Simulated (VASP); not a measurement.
Wanted: the native input for a VASP 6.6.1 run.

* Task: single point
* Functional: PBE
* Potentials or basis: VASP PAW PBE potentials, release 64 (Ge_d)
* Cutoff: 520 eV
* k mesh: 15 × 15 × 15
* Occupations: methfessel-paxton, width 0.05 eV
* Spin: no spin polarisation
* Dipole correction: no
* Further INCAR settings: ALGO = Normal; EDIFF = 1e-06; NBANDS = 13

The structure of Ge lies in POSCAR:

```
Ge
1.0
    2.5421443932      0.0000000000      0.0000000000
    0.0000000000      2.5421443932      0.0000000000
    0.0000000000      0.0000000000      2.5421443932
Ge
1
Direct
    0.0000000000      0.0000000000      0.0000000000
```

One way to write it, as run:

INCAR

```
SYSTEM = Ge
PREC     = Accurate       ! precision mode
ENCUT    = 520            ! plane-wave cutoff, eV
EDIFF    = 1E-6           ! SCF threshold, eV
ISMEAR   = 1              ! smearing method
SIGMA    = 0.05           ! smearing width, eV
LREAL    = .FALSE.        ! projectors in reciprocal space
LASPH    = .TRUE.         ! aspherical terms in the spheres
NELM     = 80             ! most SCF steps
ALGO     = Normal         ! electronic algorithm
ISIF     = 2              ! what is computed and relaxed
LWAVE    = .FALSE.        ! write WAVECAR
LCHARG   = .FALSE.        ! write CHGCAR
GGA      = PE             ! functional
NBANDS   = 13             ! bands
```

KPOINTS

```
Automatic mesh
0
G
  15 15 15
  0 0 0
```

Potentials or basis: VASP PAW PBE potentials, release 64 (Ge_d).

The run is started by

```sh
$ cat potpaw_PBE.64/Ge_d/POTCAR > POTCAR
$ mpirun -np 1 vasp_std > vasp.out
```

Results of the run:

The pressure is 19.9 GPa. The band gap on the k mesh is zero (band 7 reaches 15.77 eV, above the bottom of band 8 at 5.39 eV).

Run time: 6.4 s on 1 thread of Intel(R) Xeon(R) 6975P-C (Granite Rapids), on a shared host, peak memory 0.14 GiB.
